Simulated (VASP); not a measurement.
# SiW4: single point with PBE

SiW4:

```
Si W
1.0
     3.63852   -4.07205    0.00000
     3.63852    4.07205    0.00000
     0.00000    0.00000    2.88872
Si W
1 4
Direct
  0.00000 0.00000 0.00000
  0.75036 0.24964 0.50000
  0.24964 0.75036 0.50000
  0.33037 0.33037 0.00000
  0.66963 0.66963 0.00000
```

The cell was built from a structure type or drawn by symmetry, and may not be a known phase.

```
Program             : VASP 6.6.1
Task                : single point
Functional          : PBE
Potentials or basis : VASP PAW PBE potentials, release 64 (Si, W_sv)
Cutoff              : 520 eV
k mesh              : 8 × 8 × 14
Occupations         : gaussian, width 0.1 eV
Spin                : no spin polarisation
```

```json
{"Pressure": "0.4 GPa", "Largest force": "0.069 eV/Å", "Band gap on the k mesh": "zero (bands 30 and 31 overlap by 0.80 eV)"}
```

Forces in eV/Å, atoms in the order of the input:
```
Si   0.000  0.000  0.000
W    0.000 -0.017  0.000
W    0.000  0.017  0.000
W   -0.069  0.000  0.000
W    0.069  0.000  0.000
```

Stress tensor (GPa, compression positive):
```
0.50 0.00 0.00
0.00 0.28 0.00
0.00 0.00 0.32
```

Levels at points of the mesh, in eV from the Fermi level:
```
           k point  band 26  band 27  band 28  band 29  band 30  band 31  band 32  band 33  band 34  band 35
(0.00, 0.00, 0.00)    -1.29    -1.28    -0.43    -0.42    -0.13    -0.08     0.28     0.96     1.77     1.80
(0.50, 0.00, 0.00)    -1.11    -0.84    -0.68    -0.66    -0.61     0.66     0.76     1.23     1.85     2.03
(0.50, 0.50, 0.00)    -1.53    -1.44    -1.13    -0.28    -0.06     0.13     0.70     0.96     1.22     1.65
(0.00, 0.00, 0.50)    -2.45    -2.25    -1.44    -1.42    -0.53     0.45     0.59     1.36     1.60     2.77
(0.50, 0.00, 0.50)    -1.96    -1.80    -1.29    -0.36    -0.10     1.08     1.66     2.77     2.94     3.15
(0.50, 0.50, 0.50)    -1.86    -1.03    -0.96    -0.74    -0.28     0.92     1.55     2.00     2.56     2.96
```

It took 16 min on 1 thread of Intel Xeon 8259CL (shared host), peak memory 0.51 GiB.

Caveat: spin-orbit coupling is left out, which moves the levels of the heavy elements.
